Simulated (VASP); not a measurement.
Here is a VASP 6.6.1 calculation.

File INCAR:

```
SYSTEM = HfO2
ALGO     = Normal         ! electronic algorithm
EDIFF    = 1E-6           ! SCF threshold, eV
ENCUT    = 600            ! plane-wave cutoff, eV
GGA      = PE             ! functional
GGA_COMPAT= .FALSE.      
ISIF     = 2              ! what is computed and relaxed
ISMEAR   = 0              ! smearing method
LASPH    = .TRUE.         ! aspherical terms in the spheres
LCHARG   = .FALSE.        ! write CHGCAR
LREAL    = .FALSE.        ! projectors in reciprocal space
LWAVE    = .FALSE.        ! write WAVECAR
NBANDS   = 18             ! bands
NELM     = 120            ! most SCF steps
PREC     = Accurate       ! precision mode
SIGMA    = 0.02           ! smearing width, eV
```

The input KPOINTS:

```
k-points
0
G
  8 8 8
  0 0 0
```

Contents of POSCAR:

```
HfO2
1.0
    0.0000000000      2.5486636803      2.5486636803
    2.5486636803      0.0000000000      2.5486636803
    2.5486636803      2.5486636803      0.0000000000
Hf O
1 2
Direct
    0.0000000000      0.0000000000      0.0000000000
    0.2500000000      0.2500000000      0.2500000000
    0.7500000000      0.7500000000      0.7500000000
```

Potentials or basis: VASP PAW PBE potentials, release 64 (Hf_pv, O).

Run with:

```console
$ cat potpaw_PBE.64/Hf_pv/POTCAR potpaw_PBE.64/O/POTCAR > POTCAR
$ mpirun -np 1 vasp_std > vasp.out
```

Task: What does it give for the pressure?

Result: -3.8 GPa.

Task: Estimate the band gap on the k mesh.

Result: 3.76 eV, direct.

Caveat: spin-orbit coupling is left out, which moves the levels of the heavy elements. A k mesh can miss the band edges.
